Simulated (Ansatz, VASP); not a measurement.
## CdTe in VASP and in Ansatz

```
CELL_PARAMETERS angstrom
4.53255 0.00000 0.00000
2.26628 3.92531 0.00000
2.26628 1.30844 3.70081
ATOMIC_POSITIONS crystal
Cd 0.00000 0.00000 0.00000
Te 0.25000 0.25000 0.25000
```

Alike in both runs: task relaxation of cell and atoms; functional LDA; k mesh 5 × 5 × 5; no spin polarisation.

```csv
,VASP,Ansatz
version,VASP 6.6.1,Ansatz 0.2.0
potentials or method,"VASP PAW LDA potentials, release 64 (Cd, Te)","plane waves, PAW"
plane-wave cutoff (eV),500,420
occupations,"gaussian, width 0.01 eV",fixed
valence electrons in the cell,18,36
```

```csv
,VASP,Ansatz,Ansatz less VASP
relaxed volume (Å³/atom),33.22,32.92,-0.300
relaxed cell length with the largest relative difference (Å),4.546,4.533,-0.0137
```

LDA's correlation is that of Perdew and Zunger in VASP and of Perdew and Wang (1992) in Ansatz. VASP's potentials hold 18 valence electrons a cell and Ansatz's 36, so a difference there can come from the potentials and not from the codes.

Spin-orbit coupling is off throughout.
